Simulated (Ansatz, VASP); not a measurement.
# Hf in VASP and in Ansatz

```xyz
3
Lattice="1.5966 0.9218 7.7067 -1.5966 0.9218 7.7067 0.0000 -1.8436 7.7067" Properties=species:S:1:pos:R:3 pbc="T T T"
Hf    0.0000    0.0000    0.0000
Hf    0.0000    0.0000    5.1482
Hf    0.0000    0.0000   17.9719
```

Alike in both runs: functional PBE; k mesh 6 × 6 × 6; occupations gaussian, width 0.1 eV; no spin polarisation.

Ansatz relaxed the structure, and its values are those at the end. VASP's run is a single point on that final structure, the one shown.

|  | VASP | Ansatz |
| --- | --- | --- |
| version | VASP 6.6.1 | Ansatz 0.2.0 |
| potentials or method | VASP PAW PBE potentials, release 64 (Hf_pv), cutoff 520 eV | scalar-relativistic, plane waves, PAW |
| valence electrons in the cell | 30 | 78 |

|  | VASP | Ansatz | Ansatz less VASP |
| --- | --- | --- | --- |
| gap on the k mesh at the Fermi level (eV) | none | none | - |
| pressure (GPa) | -0.7 | -0.2 | +0.45 |
| rms of the force components (eV/Å) | 0.007 | 0.006 | -0.0004 |

A gap of «none» marks a metal or a gap that the smearing closes. VASP's potentials hold 30 valence electrons a cell and Ansatz's 78, so a difference there can come from the potentials and not from the codes.

The k mesh is coarse, so the values compare programs but aren't converged. Spin-orbit coupling is off throughout.
